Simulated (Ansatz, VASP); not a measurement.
**One calculation of MgF2, two programs**

File INCAR:

```
SYSTEM = MgF2
  ALGO = Normal
  EDIFF = 1E-6
  ENCUT = 600
  GGA = PE
  GGA_COMPAT = .FALSE.
  ISIF = 2
  ISMEAR = 0
  LASPH = .TRUE.
  LCHARG = .FALSE.
  LREAL = .FALSE.
  LWAVE = .FALSE.
  NBANDS = 25
  NELM = 120
  PREC = Accurate
  SIGMA = 0.01
```

KPOINTS

```
k-points
0
G
  4 4 6
  0 0 0
```

Contents of POSCAR:

```
MgF2
1.0
    4.6220162608      0.0000000000      0.0000000000
    0.0000000000      4.6220162608      0.0000000000
    0.0000000000      0.0000000000      3.0461115457
Mg F
2 4
Direct
    0.0000000000      0.0000000000      0.0000000000
    0.5000000000      0.5000000000      0.5000000000
    0.3029506049      0.3029506049      0.0000000000
    0.1970493951      0.8029506049      0.5000000000
    0.6970493951      0.6970493951      0.0000000000
    0.8029506049      0.1970493951      0.5000000000
```

Input for Ansatz:

```yaml
crystal:
  lattice:
    - [4.6220162608, 0.0, 0.0]
    - [0.0, 4.6220162608, 0.0]
    - [0.0, 0.0, 3.0461115457]
  atoms:
    - { symbol: Mg, position: [0.0, 0.0, 0.0] }
    - { symbol: Mg, position: [0.5, 0.5, 0.5] }
    - { symbol: F, position: [0.3029506049, 0.3029506049, 0.0] }
    - { symbol: F, position: [0.1970493951, 0.8029506049, 0.5] }
    - { symbol: F, position: [0.6970493951, 0.6970493951, 0.0] }
    - { symbol: F, position: [0.8029506049, 0.1970493951, 0.5] }
kpoints:
  mp_grid: { grid: [4, 4, 6] }
hamiltonian:
  xc: pbe
scf:
  occupations: { method: fixed }
output:
  optics:
    e_range: [0, 24]
    de: 0.05
    sigma: 0.1
    bands: { spectra_wanted_up_to: 24 }
    scissors: 2.313
  write_density: true
  write_potential: true
  elf: true
  volumetric_format: npy
```

Alike in both runs: task single point; functional PBE; k mesh 4 × 4 × 6; no spin polarisation.

|  | VASP | Ansatz |
| --- | --- | --- |
| version | VASP 6.6.1 | Ansatz 0.2.0 |
| potentials or method | VASP PAW PBE potentials, release 64 (Mg, F) | plane waves, PAW |
| plane-wave cutoff (eV) | 600 | 420 |
| occupations | gaussian, width 0.01 eV | fixed |
| valence electrons in the cell | 32 | 48 |

```csv
,VASP,Ansatz,Ansatz less VASP
gap on the k mesh at the Fermi level (eV),7.12,7.16,+0.039
```

VASP's potentials hold 32 valence electrons a cell and Ansatz's 48, so a difference there can come from the potentials and not from the codes.
